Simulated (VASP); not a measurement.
# GaSb (I-4m2) in VASP: a series of runs

Runs on GaSb. Level: PBE. Tasks: single point.

Program: VASP 6.6.1. These are calculated values, not measurements. Logs are shortened: lines on timing, memory, paths and dates and some standing lists are left out, and cuts for length are marked.

## Step 1: The cell of the first run

It takes space group I-4m2 (No. 119, tetragonal). The conventional cell has a = 5.919 Å, b = 5.919 Å, c = 3.289 Å, α = 90.00°, β = 90.00°, γ = 90.00°. Within 4.0 Å of Ga (site symmetry -4m2) lie 8 Sb at 3.07 to 3.85 Å and 2 Ga at 3.29 Å. Sb (site symmetry -4m2) has 8 Ga at 3.07 to 3.85 Å and 2 Sb at 3.29 Å within 4.0 Å.

## Step 2: Single point, PBE

INCAR reads:

```
ALGO     = Normal         # electronic algorithm
EDIFF    = 1E-6           # SCF threshold, eV
ENCUT    = 520            # plane-wave cutoff, eV
GGA      = PE             # functional
ISIF     = 2              # what is computed and relaxed
ISMEAR   = 0              # smearing method
LASPH    = True           # aspherical terms in the spheres
LCHARG   = False          # write CHGCAR
LREAL    = False          # projectors in reciprocal space
LWAVE    = False          # write WAVECAR
NBANDS   = 16             # bands
NELM     = 80             # most SCF steps
PREC     = Accurate       # precision mode
SIGMA    = 0.15           # smearing width, eV
```

KPOINTS reads:

```
k-points
0
Gamma
  16 16 16
```

POSCAR reads:

```
GaSb
1.0
   -2.9595500000      2.9595500000      1.6444000000
    2.9595500000     -2.9595500000      1.6444000000
    2.9595500000      2.9595500000     -1.6444000000
Ga Sb
1 1
Direct
    0.2500000000      0.7500000000      0.5000000000
    0.0000000000      0.0000000000      0.0000000000
```

Potentials or basis: VASP PAW PBE potentials, release 64 (Ga_d, Sb).

Command:

```sh
cat potpaw_PBE.64/Ga_d/POTCAR potpaw_PBE.64/Sb/POTCAR > POTCAR
mpirun -np 1 vasp_std > vasp.out
```

OUTCAR:

```text
EDIFF = 1E-6
   ENCUT = 520
   GGA = PE
   ISIF = 2
   ISMEAR = 0
   LASPH = True
   LREAL = False
   NELM = 80
   PREC = Accurate

 ion  position               nearest neighbor table
   1  0.250  0.750  0.500-   2 3.07   2 3.07   2 3.07   2 3.07
   2  0.000  0.000  0.000-   1 3.07   1 3.07   1 3.07   1 3.07

  LATTYP: Found a body centered tetragonal cell.
 ALAT       =     5.9191000000
 C/A-ratio  =     0.5556250106

  Lattice vectors:

 A1 = (  -2.9595500000,   2.9595500000,   1.6444000000)
 A2 = (   2.9595500000,  -2.9595500000,   1.6444000000)
 A3 = (   2.9595500000,   2.9595500000,  -1.6444000000)

Analysis of symmetry for initial positions (statically):
=====================================================================
 Subroutine PRICEL returns:
 Original cell was already a primitive cell.

 Routine SETGRP: Setting up the symmetry group for a
 body centered tetragonal supercell.

 Subroutine GETGRP returns: Found  8 space group operations
 (whereof  8 operations were pure point group operations)
 out of a pool of 16 trial point group operations.

The static configuration has the point symmetry D_2d.

Analysis of symmetry for dynamics (positions and initial velocities):
=====================================================================
 Subroutine PRICEL returns:
 Original cell was already a primitive cell.

 Routine SETGRP: Setting up the symmetry group for a
 body centered tetragonal supercell.

 Subroutine GETGRP returns: Found  8 space group operations
 (whereof  8 operations were pure point group operations)
 out of a pool of 16 trial point group operations.

The dynamic configuration has the point symmetry D_2d.

 Subroutine INISYM returns: Found  8 space group operations
 (whereof  8 operations are pure point group operations),
 and found     1 'primitive' translations

----------------------------------------------------------------------------------------

                                     Primitive cell

  volume of cell :      57.6128

  direct lattice vectors                    reciprocal lattice vectors
    -2.959550000  2.959550000  1.644400000     0.000000000  0.168944603  0.304062272
     2.959550000 -2.959550000  1.644400000     0.168944603  0.000000000  0.304062272
     2.959550000  2.959550000 -1.644400000     0.168944603  0.168944603  0.000000000

  length of vectors
     4.496879336  4.496879336  4.496879336     0.347845000  0.347845000  0.238923749

  position of ions in fractional coordinates (direct lattice)
     0.250000000  0.750000000  0.500000000
     0.000000000  0.000000000  0.000000000

  ion indices of the primitive-cell ions
   primitive index   ion index
                 1           1
                 2           2

----------------------------------------------------------------------------------------

 KPOINTS: k-points

Automatic generation of k-mesh.
 Grid dimensions read from file:
 generate k-points for:   16   16   16

 Generating k-lattice:

  Cartesian coordinates                     Fractional coordinates (reciprocal lattice)
     0.000000000  0.010559038  0.019003892     0.062500000 -0.000000000  0.000000000
     0.010559038  0.000000000  0.019003892    -0.000000000  0.062500000  0.000000000
     0.010559038  0.010559038  0.000000000     0.000000000  0.000000000  0.062500000

  Length of vectors
     0.021740313  0.021740313  0.014932734

  Shift w.r.t. Gamma in fractional coordinates (k-lattice)
     0.000000000  0.000000000  0.000000000

 Subroutine IBZKPT returns following result:
 ===========================================

 Found    349 irreducible k-points:

 Following reciprocal coordinates:
            Coordinates               Weight
  0.000000  0.000000  0.000000      1.000000
  0.062500  0.000000  0.000000      8.000000
  0.125000  0.000000  0.000000      8.000000
  0.187500  0.000000  0.000000      8.000000
  0.250000  0.000000  0.000000      8.000000
  0.312500 -0.000000  0.000000      8.000000
[... 16 lines left out ...]
 -0.125000  0.062500  0.000000     16.000000
 -0.062500  0.062500  0.000000      4.000000
 [... further k-points ...]
   k-points           NKPTS =    349   k-points in BZ     NKDIM =    349   number of bands    NBANDS=     16
   number of dos      NEDOS =    301   number of ions     NIONS =      2
   total plane-waves  NPLWV =  46656
   dimension x,y,z NGX =    36 NGY =   36 NGZ =   36
   dimension x,y,z NGXF=    72 NGYF=   72 NGZF=   72
   ions per type =               1   1
   NGX,Y,Z   is equivalent  to a cutoff of  13.31, 13.31, 13.31 a.u.
   NGXF,Y,Z  is equivalent  to a cutoff of  26.62, 26.62, 26.62 a.u.
 SYSTEM =  unknown system
   PREC   = accura    normal or accurate (medium, high low for compatibility)
   ISTART =      0    job   : 0-new  1-cont  2-samecut
   ICHARG =      2    charge: 1-file 2-atom 10-const
   ISPIN  =      1    spin polarized calculation?
   LNONCOLLINEAR =      F non collinear calculations
   LSORBIT =      F    spin-orbit coupling
   LASPH  =      T    aspherical Exc in radial PAW
   ENCUT  =  520.0 eV  38.22 Ry    6.18 a.u.   8.36  8.36  8.36*2*pi/ulx,y,z
   NELM   =     80;   NELMIN=  2; NELMDL= -5     # of ELM steps
   EDIFF  = 0.1E-05   stopping-criterion for ELM
   LREAL  =      F    real-space projection
   EDIFFG = 0.1E-04   stopping-criterion for IOM
   NSW    =      0    number of steps for IOM
   IBRION =     -1    ionic relax: 0-MD 1-quasi-New 2-CG
   NFREE  =      0    steps in history (QN), initial steepest desc. (CG)
   ISIF   =      2    stress and relaxation
   ISYM   =      2    0-nonsym 1-usesym 2-fastsym
   POTIM  = 0.5000    time-step for ionic-motion
   TEBEG  =    0.0;   TEEND  =   0.0 temperature during run
   PSTRESS=    0.0 pullay stress
   NELECT =      18.0000    total number of electrons
   NUPDOWN=      -1.0000    fix difference up-down
   EMIN   =  10.00;   EMAX   =-10.00  energy-range for DOS
   EFERMI =   0.00;   METHOD = LEGACY
   ISMEAR =     0;   SIGMA  =   0.15  broadening in eV -4-tet -1-fermi 0-gaus
   EFERMI_NEDOS =   21; number of points for ismear=-14 and -15
   IALGO  =     38    algorithm
   IMIX   =      4    mixing-type and parameters
     AMIX     =   0.40;   BMIX     =  1.00
     AMIX_MAG =   1.60;   BMIX_MAG =  1.00
  volume/ion in A,a.u.               =      28.81       194.40
  Fermi-wavevector in a.u.,A,eV,Ry     =   1.110860  2.099221 16.789729  1.234010
  Thomas-Fermi vector in A             =   2.247417
   LORBIT       =      0    0 simple, 1 ext, 2 COOP (PROOUT), +10 PAW based schemes
   GGA     = PE    functional components
   LHFCALC =     F    Hartree Fock is set to
   AEXX    =    0.0000 exact exchange contribution
   IVDW    =     0    specifies the selected vdW correction
   LEPSILON=     F    determine dielectric tensor
   LRPA    =     F    only Hartree local field effects (RPA)
 non-spin polarized calculation
 Gauss-broadening in eV      SIGMA  =   0.15
  energy-cutoff  :      520.00
  volume of cell :       57.61
 maximum number of plane-waves:      1574
 NGX is ok and might be reduce to    36
   NGX = 17   NGY = 17   NGZ = 17

 number of electron      17.9999991 magnetization

 Free energy of the ion-electron system (eV)
  ---------------------------------------------------
  ext. energy  EPLUGINS =         0.00000000
  ---------------------------------------------------
  free energy    TOTEN  =        -6.78790818 eV

  energy without entropy =       -6.77646879  energy(sigma->0) =       -6.78218849

 E-fermi :   4.7144     XC(G=0):  -9.4463

 val. band max:        4.7028659366   @ k =  -0.1250   0.1875   0.0625
 cond. band min:       4.7174765807   @ k =  -0.2500   0.1250   0.0000
 fundamental gap:      0.0146106441
 Fermi energy:         4.7143799722

 k-point     1 :       0.0000    0.0000    0.0000
  band No.  band energies     occupation
      1     -10.0947      2.00000
      2     -10.0126      2.00000
      3     -10.0081      2.00000
      4     -10.0081      2.00000
      5     -10.0072      2.00000
      6      -6.0508      2.00000
[... 8 lines left out ...]
     15      14.0400      0.00000
     16      14.3503      0.00000

 k-point     2 :       0.0625    0.0000    0.0000
  band No.  band energies     occupation
      1     -10.0909      2.00000
      2     -10.0128      2.00000
      3     -10.0096      2.00000
      4     -10.0096      2.00000
      5     -10.0067      2.00000
      6      -5.9865      2.00000
[... 8 lines left out ...]
     15      14.2392      0.00000
     16      14.5472      0.00000

 k-point     3 :       0.1250    0.0000    0.0000
  band No.  band energies     occupation
      1     -10.0801      2.00000
      2     -10.0143      2.00000
      3     -10.0139      2.00000
      4     -10.0126      2.00000
      5     -10.0054      2.00000
      6      -5.7947      2.00000
[... 8 lines left out ...]
     15      13.5022      0.00000
     16      13.8915      0.00000

 k-point     4 :       0.1875    0.0000    0.0000
  band No.  band energies     occupation
      1     -10.0639      2.00000
      2     -10.0204      2.00000
      3     -10.0202      2.00000
      4     -10.0134      2.00000
      5     -10.0034      2.00000
      6      -5.4791      2.00000
[... 8 lines left out ...]
     15      12.6895      0.00000
     16      13.4255      0.00000

 k-point     5 :       0.2500    0.0000    0.0000
  band No.  band energies     occupation
      1     -10.0452      2.00000
      2     -10.0278      2.00000
      3     -10.0276      2.00000
      4     -10.0141      2.00000
      5     -10.0010      2.00000
      6      -5.0479      2.00000
[... 8 lines left out ...]
     15      12.0636      0.00000
     16      13.4620      0.00000

 k-point     6 :       0.3125   -0.0000    0.0000
  band No.  band energies     occupation
      1     -10.0373      2.00000
      2     -10.0353      2.00000
      3     -10.0242      2.00000
      4     -10.0146      2.00000
      5      -9.9986      2.00000
      6      -4.5195      2.00000
[... 8 lines left out ...]
     15      11.6544      0.00000
     16      13.8263      0.00000

 k-point     7 :       0.3750    0.0000    0.0000
  band No.  band energies     occupation
      1     -10.0432      2.00000
      2     -10.0416      2.00000
      3     -10.0155      2.00000
      4     -10.0083      2.00000
      5      -9.9966      2.00000
      6      -3.9358      2.00000
[... 8 lines left out ...]
     15      12.4342      0.00000
     16      14.3554      0.00000

 k-point     8 :       0.4375    0.0000    0.0000
  band No.  band energies     occupation
      1     -10.0475      2.00000
      2     -10.0459      2.00000
      3     -10.0157      2.00000
      4      -9.9977      2.00000
      5      -9.9952      2.00000
      6      -3.4032      2.00000
[... 8 lines left out ...]
     15      13.6174      0.00000
     16      14.7128      0.00000

 k-point     9 :       0.5000    0.0000    0.0000
  band No.  band energies     occupation
      1     -10.0491      2.00000
      2     -10.0473      2.00000
      3     -10.0159      2.00000
      4      -9.9948      2.00000
      5      -9.9939      2.00000
      6      -3.1609      2.00000
[... 8 lines left out ...]
     15      14.0089      0.00000
     16      14.4163      0.00000
[... 172 lines left out ...]
 k-point    19 :      -0.3750    0.0625   -0.0000
  band No.  band energies     occupation
      1     -10.0377      2.00000
      2     -10.0352      2.00000
      3     -10.0236      2.00000
      4     -10.0155      2.00000
      5      -9.9979      2.00000
      6      -4.3867      2.00000
[... 8 lines left out ...]
     15      12.1978      0.00000
     16      13.7078      0.00000

 k-point    20 :      -0.3125    0.0625    0.0000
  band No.  band energies     occupation
      1     -10.0449      2.00000
      2     -10.0280      2.00000
      3     -10.0274      2.00000
      4     -10.0150      2.00000
      5     -10.0001      2.00000
      6      -4.9277      2.00000
[... 8 lines left out ...]
     15      12.4085      0.00000
     16      13.3341      0.00000

 k-point    21 :      -0.2500    0.0625    0.0000
  band No.  band energies     occupation
      1     -10.0635      2.00000
      2     -10.0207      2.00000
      3     -10.0201      2.00000
      4     -10.0142      2.00000
      5     -10.0025      2.00000
      6      -5.3785      2.00000
[... 8 lines left out ...]
     15      12.9441      0.00000
     16      13.3300      0.00000

 k-point    22 :      -0.1875    0.0625    0.0000
  band No.  band energies     occupation
      1     -10.0797      2.00000
      2     -10.0150      2.00000
      3     -10.0139      2.00000
      4     -10.0127      2.00000
      5     -10.0047      2.00000
      6      -5.7173      2.00000
[... 8 lines left out ...]
     15      13.6132      0.00000
     16      13.8529      0.00000

 k-point    23 :      -0.1250    0.0625    0.0000
  band No.  band energies     occupation
      1     -10.0906      2.00000
      2     -10.0135      2.00000
      3     -10.0097      2.00000
      4     -10.0093      2.00000
      5     -10.0062      2.00000
      6      -5.9342      2.00000
[... 8 lines left out ...]
     15      14.2035      0.00000
     16      14.4621      0.00000

 k-point    24 :      -0.0625    0.0625    0.0000
  band No.  band energies     occupation
      1     -10.0946      2.00000
      2     -10.0129      2.00000
      3     -10.0082      2.00000
      4     -10.0080      2.00000
      5     -10.0069      2.00000
      6      -6.0245      2.00000
[... 8 lines left out ...]
     15      13.9673      0.00000
     16      14.4935      0.00000

 [... further k-points ...]
[... 5 lines left out ...]
  --------------------------------------------------------------------------------------
  -------------------------------------------------------------------------------------
  Total       -2.2486305     -2.2486305     -1.8913044      0.0000000      0.0000000      0.0000000
  in kB      -62.5330863    -62.5330863    -52.5960569      0.0000000      0.0000000      0.0000000
  external PRESSURE =     -59.2207432 kB  Pullay stress =       0.0000000 kB

 VOLUME and BASIS-vectors are now :
 -----------------------------------------------------------------------------
  energy-cutoff  :      520.00
  volume of cell :       57.61
      direct lattice vectors                 reciprocal lattice vectors
    -2.959550000  2.959550000  1.644400000     0.000000000  0.168944603  0.304062272
     2.959550000 -2.959550000  1.644400000     0.168944603  0.000000000  0.304062272
     2.959550000  2.959550000 -1.644400000     0.168944603  0.168944603  0.000000000

 POSITION                                       TOTAL-FORCE (eV/Angst)
 -----------------------------------------------------------------------------------
      2.95955      0.00000      0.82220         0.000000     -0.000000      0.000000
      0.00000      0.00000      0.00000        -0.000000      0.000000     -0.000000
 -----------------------------------------------------------------------------------
    total drift:                                0.000000     -0.000000      0.000000

  FREE ENERGIE OF THE ION-ELECTRON SYSTEM (eV)
  ---------------------------------------------------
  free  energy   TOTEN  =        -6.7879081803 eV

  energy  without entropy=       -6.7764687949  energy(sigma->0) =       -6.78218849
```

It took 7.7 min on 1 thread of Intel Xeon 8259CL, shared host; peak memory 0.47 GiB.

What came out:

```yaml
Free_energy: -6.7879 eV
Pressure: -5.9 GPa
Band_gap_on_the_k_mesh: zero (bands 9 and 10 overlap by 3.61 eV)
```

Caveat: the cell stands under tension; spin-orbit coupling is left out, which moves the levels of the heavy elements.

(Continued in part 2 of 2.)
